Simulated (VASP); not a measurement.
Crystal: PbS.

```xyz
4
Lattice="2.0518 -5.9103 0.0000 2.0518 5.9103 0.0000 0.0000 0.0000 4.2215" Properties=species:S:1:pos:R:3 pbc="T T T"
Pb    2.0518    4.3670    1.0554
Pb    2.0518   -4.3670    3.1661
S     2.0518    1.7164    1.0554
S     2.0518   -1.7164    3.1661
```

Base run:

| Property | Result |
| --- | --- |
| Program | VASP 6.6.1 |
| Functional | RPBE |
| Potentials or basis | VASP PAW PBE potentials, release 64 (Pb_d, S) |
| Cutoff | 520 eV |
| k mesh | 7 × 7 × 6 |
| Occupations | fermi-dirac, width 0.05 eV |
| Spin | no spin polarisation |

Its results: band gap on the k mesh 1.25 eV, indirect (least direct gap 1.52 eV); pressure 5.4 GPa; largest force 0.364 eV/Å.

**Question.** The run is repeated on the same cell with these changes: functional from RPBE to LDA; potentials or basis from VASP PAW PBE potentials, release 64 (Pb_d, S) to VASP PAW LDA potentials, release 64 (Pb_d, S). What comes out?

**Answer.** Band gap on the k mesh 1.01 eV, indirect (least direct gap 1.29 eV); pressure -1.4 GPa; largest force 0.154 eV/Å.

Caveats: spin-orbit coupling is left out, which moves the levels of the heavy elements; the PAW data sets were made with another functional, which shifts forces and pressure a little (some runs).

A k mesh can miss the band edges.
